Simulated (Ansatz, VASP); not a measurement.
# Two plane-wave programs on Bi

```
Bi
1.0
     2.26235    1.30617    3.88250
    -2.26235    1.30617    3.88250
     0.00000   -2.61234    3.88250
Bi
2
Direct
  0.23682 0.23682 0.23682
  0.76318 0.76318 0.76318
```

Alike in both runs: functional PBEsol; k mesh 15 × 15 × 15; occupations gaussian, width 0.1 eV; no spin polarisation.

Ansatz relaxed the structure, and its values are those at the end. VASP's run is a single point on that final structure, the one shown.

```csv
,VASP,Ansatz
version,VASP 6.6.1,Ansatz 0.2.0
potentials or method,"VASP PAW PBE potentials, release 64 (Bi_d), cutoff 520 eV","scalar-relativistic, plane waves, PAW"
valence electrons in the cell,30,30
```

|  | VASP | Ansatz | Ansatz less VASP |
| --- | --- | --- | --- |
| gap on the k mesh at the Fermi level (eV) | none | none | - |
| pressure (GPa) | 0.0 | 0.0 | +0.05 |
| rms of the force components (eV/Å) | 0.004 | 0.001 | -0.0030 |

VASP's potentials were made for PBE, not for PBEsol. A gap of «none» marks a metal or a gap that the smearing closes.

Neither program's run includes spin-orbit coupling.
